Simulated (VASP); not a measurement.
# GaN (F-43m) in VASP: single point with PBE

Aim: the single point of GaN with PBE.

All numbers are computed with VASP 6.6.1; they aren't measurements. Logs are shortened: lines on timing, memory, paths and dates and some standing lists are left out, and cuts for length are marked.

### Step 1. The cell of the first run

It takes space group F-43m (No. 216, cubic). The conventional cell has a = 4.507 Å, b = 4.507 Å, c = 4.507 Å, α = 90.00°, β = 90.00°, γ = 90.00°. Within 2.6 Å of Ga (site symmetry -43m) lie 4 N at 1.95 Å. Within 2.6 Å of N (site symmetry -43m) lie 4 Ga at 1.95 Å.

### Step 2. Single point, PBE

File INCAR:

```
SYSTEM = GaN
PREC = Accurate
ENCUT = 600
EDIFF = 1E-6
ISMEAR = 0
SIGMA = 0.01
LREAL = .FALSE.
LASPH = .TRUE.
NELM = 120
ALGO = Normal
ISIF = 2
LWAVE = .FALSE.
LCHARG = .FALSE.
GGA = PE
NBANDS = 16
GGA_COMPAT = .FALSE.
```

File KPOINTS:

```
Automatic mesh
0
G
  5 5 5
  0 0 0
```

File POSCAR:

```
GaN
1.0
    0.0000000000      2.2535006100      2.2535006100
    2.2535006100      0.0000000000      2.2535006100
    2.2535006100      2.2535006100      0.0000000000
Ga N
1 1
Direct
    0.0000000000      0.0000000000      0.0000000000
    0.7500000000      0.7500000000      0.7500000000
```

Potentials or basis: VASP PAW PBE potentials, release 64 (Ga_d, N).

The run is started by

```sh
$ cat potpaw_PBE.64/Ga_d/POTCAR potpaw_PBE.64/N/POTCAR > POTCAR
$ mpirun -np 1 vasp_std > vasp.out
```

OUTCAR:

```text
SYSTEM = GaN
   PREC = Accurate
   ENCUT = 600
   EDIFF = 1E-6
   ISMEAR = 0
   LREAL = .FALSE.
   LASPH = .TRUE.
   NELM = 120
   ISIF = 2
   GGA = PE

 ion  position               nearest neighbor table
   1  0.000  0.000  0.000-   2 1.95   2 1.95   2 1.95   2 1.95
   2  0.750  0.750  0.750-   1 1.95   1 1.95   1 1.95   1 1.95

  LATTYP: Found a face centered cubic cell.
 ALAT       =     4.5070012200

  Lattice vectors:

 A1 = (   0.0000000000,   2.2535006100,   2.2535006100)
 A2 = (   2.2535006100,   0.0000000000,   2.2535006100)
 A3 = (   2.2535006100,   2.2535006100,   0.0000000000)

Analysis of symmetry for initial positions (statically):
=====================================================================
 Subroutine PRICEL returns:
 Original cell was already a primitive cell.

 Routine SETGRP: Setting up the symmetry group for a
 face centered cubic supercell.

 Subroutine GETGRP returns: Found 24 space group operations
 (whereof 24 operations were pure point group operations)
 out of a pool of 48 trial point group operations.

The static configuration has the point symmetry T_d .

Analysis of symmetry for dynamics (positions and initial velocities):
=====================================================================
 Subroutine PRICEL returns:
 Original cell was already a primitive cell.

 Routine SETGRP: Setting up the symmetry group for a
 face centered cubic supercell.

 Subroutine GETGRP returns: Found 24 space group operations
 (whereof 24 operations were pure point group operations)
 out of a pool of 48 trial point group operations.

The dynamic configuration has the point symmetry T_d .

 Subroutine INISYM returns: Found 24 space group operations
 (whereof 24 operations are pure point group operations),
 and found     1 'primitive' translations

----------------------------------------------------------------------------------------

                                     Primitive cell

  volume of cell :      22.8877

  direct lattice vectors                    reciprocal lattice vectors
     0.000000000  2.253500610  2.253500610    -0.221877020  0.221877020  0.221877020
     2.253500610  0.000000000  2.253500610     0.221877020 -0.221877020  0.221877020
     2.253500610  2.253500610  0.000000000     0.221877020  0.221877020 -0.221877020

  length of vectors
     3.186931125  3.186931125  3.186931125     0.384302272  0.384302272  0.384302272

  position of ions in fractional coordinates (direct lattice)
     0.000000000  0.000000000  0.000000000
     0.750000000  0.750000000  0.750000000

  ion indices of the primitive-cell ions
   primitive index   ion index
                 1           1
                 2           2

----------------------------------------------------------------------------------------

 KPOINTS: Automatic mesh

Automatic generation of k-mesh.
 Grid dimensions read from file:
 generate k-points for:    5    5    5

 Generating k-lattice:

  Cartesian coordinates                     Fractional coordinates (reciprocal lattice)
    -0.044375404  0.044375404  0.044375404     0.200000000  0.000000000  0.000000000
     0.044375404 -0.044375404  0.044375404     0.000000000  0.200000000  0.000000000
     0.044375404  0.044375404 -0.044375404     0.000000000  0.000000000  0.200000000

  Length of vectors
     0.076860454  0.076860454  0.076860454

  Shift w.r.t. Gamma in fractional coordinates (k-lattice)
     0.000000000  0.000000000  0.000000000

 Subroutine IBZKPT returns following result:
 ===========================================

 Found     10 irreducible k-points:

 Following reciprocal coordinates:
            Coordinates               Weight
  0.000000  0.000000  0.000000      1.000000
  0.200000  0.000000  0.000000      8.000000
  0.400000  0.000000  0.000000      8.000000
  0.200000  0.200000  0.000000      6.000000
  0.400000  0.200000  0.000000     24.000000
 -0.400000  0.200000  0.000000     24.000000
 -0.200000  0.200000  0.000000     12.000000
  0.400000  0.400000  0.000000      6.000000
 -0.400000  0.400000  0.000000     12.000000
 -0.400000  0.400000  0.200000     24.000000
   k-points           NKPTS =     10   k-points in BZ     NKDIM =     10   number of bands    NBANDS=     16
   number of dos      NEDOS =    301   number of ions     NIONS =      2
   total plane-waves  NPLWV =  21952
   dimension x,y,z NGX =    28 NGY =   28 NGZ =   28
   dimension x,y,z NGXF=    56 NGYF=   56 NGZF=   56
   ions per type =               1   1
   NGX,Y,Z   is equivalent  to a cutoff of  14.61, 14.61, 14.61 a.u.
   NGXF,Y,Z  is equivalent  to a cutoff of  29.21, 29.21, 29.21 a.u.
 SYSTEM =  GaN
   PREC   = accura    normal or accurate (medium, high low for compatibility)
   ISTART =      0    job   : 0-new  1-cont  2-samecut
   ICHARG =      2    charge: 1-file 2-atom 10-const
   ISPIN  =      1    spin polarized calculation?
   LNONCOLLINEAR =      F non collinear calculations
   LSORBIT =      F    spin-orbit coupling
   LASPH  =      T    aspherical Exc in radial PAW
   ENCUT  =  600.0 eV  44.10 Ry    6.64 a.u.   6.37  6.37  6.37*2*pi/ulx,y,z
   NELM   =    120;   NELMIN=  2; NELMDL= -5     # of ELM steps
   EDIFF  = 0.1E-05   stopping-criterion for ELM
   LREAL  =      F    real-space projection
   EDIFFG = 0.1E-04   stopping-criterion for IOM
   NSW    =      0    number of steps for IOM
   IBRION =     -1    ionic relax: 0-MD 1-quasi-New 2-CG
   NFREE  =      0    steps in history (QN), initial steepest desc. (CG)
   ISIF   =      2    stress and relaxation
   ISYM   =      2    0-nonsym 1-usesym 2-fastsym
   POTIM  = 0.5000    time-step for ionic-motion
   TEBEG  =    0.0;   TEEND  =   0.0 temperature during run
   PSTRESS=    0.0 pullay stress
   NELECT =      18.0000    total number of electrons
   NUPDOWN=      -1.0000    fix difference up-down
   EMIN   =  10.00;   EMAX   =-10.00  energy-range for DOS
   EFERMI =   0.00;   METHOD = LEGACY
   ISMEAR =     0;   SIGMA  =   0.01  broadening in eV -4-tet -1-fermi 0-gaus
   EFERMI_NEDOS =   21; number of points for ismear=-14 and -15
   IALGO  =     38    algorithm
   IMIX   =      4    mixing-type and parameters
     AMIX     =   0.40;   BMIX     =  1.00
     AMIX_MAG =   1.60;   BMIX_MAG =  1.00
  volume/ion in A,a.u.               =      11.44        77.23
  Fermi-wavevector in a.u.,A,eV,Ry     =   1.511117  2.855596 31.068543  2.283473
  Thomas-Fermi vector in A             =   2.621216
   LORBIT       =      0    0 simple, 1 ext, 2 COOP (PROOUT), +10 PAW based schemes
   GGA     = PE    functional components
   LHFCALC =     F    Hartree Fock is set to
   AEXX    =    0.0000 exact exchange contribution
   IVDW    =     0    specifies the selected vdW correction
   LEPSILON=     F    determine dielectric tensor
   LRPA    =     F    only Hartree local field effects (RPA)
 non-spin polarized calculation
 Gauss-broadening in eV      SIGMA  =   0.01
  energy-cutoff  :      600.00
  volume of cell :       22.89
 maximum number of plane-waves:       785
 NGX is ok and might be reduce to    28
   NGX = 13   NGY = 13   NGZ = 13

 number of electron      18.0000005 magnetization

 Free energy of the ion-electron system (eV)
  ---------------------------------------------------
  ext. energy  EPLUGINS =         0.00000000
  ---------------------------------------------------
  free energy    TOTEN  =       -12.12871645 eV

  energy without entropy =      -12.12871645  energy(sigma->0) =      -12.12871645

 E-fermi :   5.3715     XC(G=0): -11.6636

 val. band max:        5.2960195246   @ k =   0.0000   0.0000   0.0000
 cond. band min:       7.0143264087   @ k =   0.0000   0.0000   0.0000
 fundamental gap:      1.7183068841
 Fermi energy:         5.3714640889

 k-point     1 :       0.0000    0.0000    0.0000
  band No.  band energies     occupation
      1     -10.6423      2.00000
      2      -8.1607      2.00000
      3      -8.1607      2.00000
      4      -8.1607      2.00000
      5      -7.8415      2.00000
      6      -7.8415      2.00000
      7       5.2960      2.00000
      8       5.2960      2.00000
      9       5.2960      2.00000
     10       7.0143      0.00000
     11      15.5847      0.00000
     12      15.5847      0.00000
     13      15.5847      0.00000
     14      22.8905      0.00000
     15      24.1388      0.00000
     16      24.1388      0.00000

 k-point     2 :       0.2000    0.0000    0.0000
  band No.  band energies     occupation
      1     -10.2553      2.00000
      2      -8.1156      2.00000
      3      -8.1156      2.00000
      4      -7.9583      2.00000
      5      -7.8416      2.00000
      6      -7.8416      2.00000
      7       2.3841      2.00000
      8       4.9267      2.00000
      9       4.9267      2.00000
     10       8.9520      0.00000
     11      14.3154      0.00000
     12      16.0127      0.00000
     13      16.0127      0.00000
     14      21.7321      0.00000
     15      22.0708      0.00000
     16      22.0708      0.00000

 k-point     3 :       0.4000    0.0000    0.0000
  band No.  band energies     occupation
      1      -9.7868      2.00000
      2      -8.0755      2.00000
      3      -8.0755      2.00000
      4      -7.8056      2.00000
      5      -7.8056      2.00000
      6      -6.9515      2.00000
      7      -1.0606      2.00000
      8       4.4080      2.00000
      9       4.4080      2.00000
     10       9.8821      0.00000
     11      13.9660      0.00000
     12      15.7638      0.00000
     13      15.7638      0.00000
     14      20.8688      0.00000
     15      23.9482      0.00000
     16      23.9482      0.00000

 k-point     4 :       0.2000    0.2000    0.0000
  band No.  band energies     occupation
      1     -10.1361      2.00000
      2      -8.0645      2.00000
      3      -8.0645      2.00000
      4      -8.0115      2.00000
      5      -7.8167      2.00000
      6      -7.8150      2.00000
      7       2.6371      2.00000
      8       4.2290      2.00000
      9       4.2290      2.00000
     10       9.5404      0.00000
     11      13.2553      0.00000
     12      16.7493      0.00000
     13      16.7493      0.00000
     14      17.7984      0.00000
     15      26.1500      0.00000
     16      26.8477      0.00000

 k-point     5 :       0.4000    0.2000    0.0000
  band No.  band energies     occupation
      1      -9.7443      2.00000
      2      -8.0487      2.00000
      3      -8.0006      2.00000
      4      -7.9239      2.00000
      5      -7.7896      2.00000
      6      -7.0644      2.00000
      7       0.1280      2.00000
      8       3.2096      2.00000
      9       3.6436      2.00000
     10      10.5836      0.00000
     11      12.9231      0.00000
     12      15.3865      0.00000
     13      17.1459      0.00000
     14      19.4826      0.00000
     15      25.5707      0.00000
     16      26.1895      0.00000

 k-point     6 :      -0.4000    0.2000    0.0000
  band No.  band energies     occupation
      1      -9.6541      2.00000
      2      -8.0622      2.00000
      3      -8.0020      2.00000
      4      -7.8525      2.00000
      5      -7.8145      2.00000
      6      -6.3592      2.00000
      7      -1.1371      2.00000
      8       2.3146      2.00000
      9       3.8907      2.00000
     10      11.4893      0.00000
     11      12.6398      0.00000
     12      15.5228      0.00000
     13      16.7142      0.00000
     14      21.4703      0.00000
     15      23.9368      0.00000
     16      25.5663      0.00000

 k-point     7 :      -0.2000    0.2000    0.0000
  band No.  band energies     occupation
      1      -9.8719      2.00000
      2      -8.0713      2.00000
      3      -8.0567      2.00000
      4      -7.8636      2.00000
      5      -7.8536      2.00000
      6      -7.3850      2.00000
      7       0.8334      2.00000
      8       2.9372      2.00000
      9       4.6758      2.00000
     10      10.7652      0.00000
     11      13.6497      0.00000
     12      14.7806      0.00000
     13      16.4818      0.00000
     14      20.7491      0.00000
     15      22.6620      0.00000
     16      25.8460      0.00000

 k-point     8 :       0.4000    0.4000    0.0000
  band No.  band energies     occupation
      1      -9.6102      2.00000
      2      -8.0570      2.00000
      3      -7.8898      2.00000
      4      -7.8898      2.00000
      5      -7.7720      2.00000
      6      -6.6057      2.00000
      7      -0.2192      2.00000
      8       2.8098      2.00000
      9       2.8098      2.00000
     10       9.0019      0.00000
     11      12.0792      0.00000
     12      16.6847      0.00000
     13      18.8209      0.00000
     14      18.8209      0.00000
     15      27.4055      0.00000
     16      28.8409      0.00000

 k-point     9 :      -0.4000    0.4000    0.0000
  band No.  band energies     occupation
      1      -9.5699      2.00000
      2      -8.0480      2.00000
      3      -7.9014      2.00000
      4      -7.8883      2.00000
      5      -7.7909      2.00000
      6      -6.0168      2.00000
      7      -0.6303      2.00000
      8       1.3296      2.00000
      9       2.9400      2.00000
     10       9.8512      0.00000
     11      12.9084      0.00000
     12      16.6349      0.00000
     13      18.4669      0.00000
     14      18.7007      0.00000
     15      26.9474      0.00000
     16      28.0305      0.00000

 k-point    10 :      -0.4000    0.4000    0.2000
  band No.  band energies     occupation
      1      -9.5953      2.00000
      2      -8.0214      2.00000
      3      -7.9878      2.00000
      4      -7.8646      2.00000
      5      -7.8136      2.00000
      6      -6.1803      2.00000
      7      -0.4163      2.00000
      8       1.5680      2.00000
      9       2.6782      2.00000
     10      11.4037      0.00000
     11      13.2034      0.00000
     12      14.9913      0.00000
     13      17.4528      0.00000
     14      20.2021      0.00000
     15      24.7499      0.00000
     16      28.4079      0.00000

------------------------ aborting loop because EDIFF is reached ----------------------------------------

  FORCE on cell =-STRESS in cart. coord.  units (eV):
  Direction    XX          YY          ZZ          XY          YZ          ZX
  --------------------------------------------------------------------------------------
  -------------------------------------------------------------------------------------
  Total        0.6959074      0.6959074      0.6959074      0.0000000      0.0000000     -0.0000000
  in kB       48.7145862     48.7145862     48.7145862      0.0000000      0.0000000     -0.0000000
  external PRESSURE =      48.7145862 kB  Pullay stress =       0.0000000 kB

 VOLUME and BASIS-vectors are now :
 -----------------------------------------------------------------------------
  energy-cutoff  :      600.00
  volume of cell :       22.89
      direct lattice vectors                 reciprocal lattice vectors
     0.000000000  2.253500610  2.253500610    -0.221877020  0.221877020  0.221877020
     2.253500610  0.000000000  2.253500610     0.221877020 -0.221877020  0.221877020
     2.253500610  2.253500610  0.000000000     0.221877020  0.221877020 -0.221877020

 POSITION                                       TOTAL-FORCE (eV/Angst)
 -----------------------------------------------------------------------------------
      0.00000      0.00000      0.00000        -0.000000      0.000000      0.000000
      3.38025      3.38025      3.38025         0.000000     -0.000000     -0.000000
 -----------------------------------------------------------------------------------
    total drift:                               -0.000000     -0.000000     -0.000000

  FREE ENERGIE OF THE ION-ELECTRON SYSTEM (eV)
  ---------------------------------------------------
  free  energy   TOTEN  =       -12.1287164461 eV

  energy  without entropy=      -12.1287164461  energy(sigma->0) =      -12.12871645
```

Run time: 5.3 s. Hardware: 1 thread of Intel Xeon Platinum 8559C (Emerald Rapids), shared host; peak memory 0.15 GiB.

Results:

* Free energy: -12.1287 eV
* Pressure: 4.9 GPa
* Band gap on the k mesh: 1.72 eV, direct

Caveat: the k points lie up to 0.48 Å⁻¹ apart. PBE gaps usually lie below the measured ones, often by a third to a half.
